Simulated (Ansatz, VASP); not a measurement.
**InSb in VASP and in Ansatz**

```
In Sb
1.0
     0.00000    3.23391    3.28074
     3.23391    0.00000    3.28074
     3.23391    3.23391    0.00000
In Sb
1 1
Direct
  0.00000 0.00000 0.00000
  0.25000 0.25000 0.25000
```

Change from the starting cell: strained cell.

Alike in both runs: functional PBEsol; k mesh 10 × 10 × 10; occupations gaussian, width 0.1 eV; no spin polarisation.

Ansatz relaxed the structure, and its values are those at the end. VASP's run is a single point on that final structure, the one shown.

|  | VASP | Ansatz |
| --- | --- | --- |
| version | VASP 6.6.1 | Ansatz 0.2.0 |
| potentials or method | VASP PAW PBE potentials, release 64 (In_d, Sb), cutoff 500 eV | scalar-relativistic, plane waves, PAW |
| valence electrons in the cell | 18 | 28 |

```csv
,VASP,Ansatz,Ansatz less VASP
gap on the k mesh at the Fermi level (eV),none,none,-
pressure (GPa),0.4,0.4,-0.02
```

VASP's potentials were made for PBE, not for PBEsol. A gap of «none» marks a metal or a gap that the smearing closes. The functional is the same, so the differences come from potentials, cutoffs and numerics. VASP's potentials hold 18 valence electrons a cell and Ansatz's 28, so a difference there can come from the potentials and not from the codes. Ansatz's warnings: stress scf threshold loose.

Neither program's run includes spin-orbit coupling.
